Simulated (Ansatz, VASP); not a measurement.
**Two plane-wave programs on SiC**

```
Si C
1.0
     3.05636    0.00000    0.00000
    -1.52818    2.64689    0.00000
     0.00000    0.00000    5.01591
Si C
2 2
Direct
  0.33333 0.66667 0.00460
  0.66667 0.33333 0.50460
  0.33333 0.66667 0.38040
  0.66667 0.33333 0.88040
```

Alike in both runs: functional LDA; k mesh 12 × 12 × 6; occupations fermi-dirac, width 0.08 eV; no spin polarisation.

Ansatz relaxed the structure, and its values are those at the end. VASP's run is a single point on that final structure, the one shown.

```csv
,VASP,Ansatz
version,VASP 6.6.1,Ansatz 0.2.0
potentials or method,"VASP PAW LDA potentials, release 64 (Si, C)","PAW with Ansatz's default frozen-core files, scalar-relativistic"
plane-wave cutoff (eV),520,420
valence electrons in the cell,16,16
```

```tsv
	VASP	Ansatz	Ansatz less VASP
pressure (GPa)	0.4	0.0	-0.42
```

LDA's correlation is that of Perdew and Zunger in VASP and of Perdew and Wang (1992) in Ansatz.
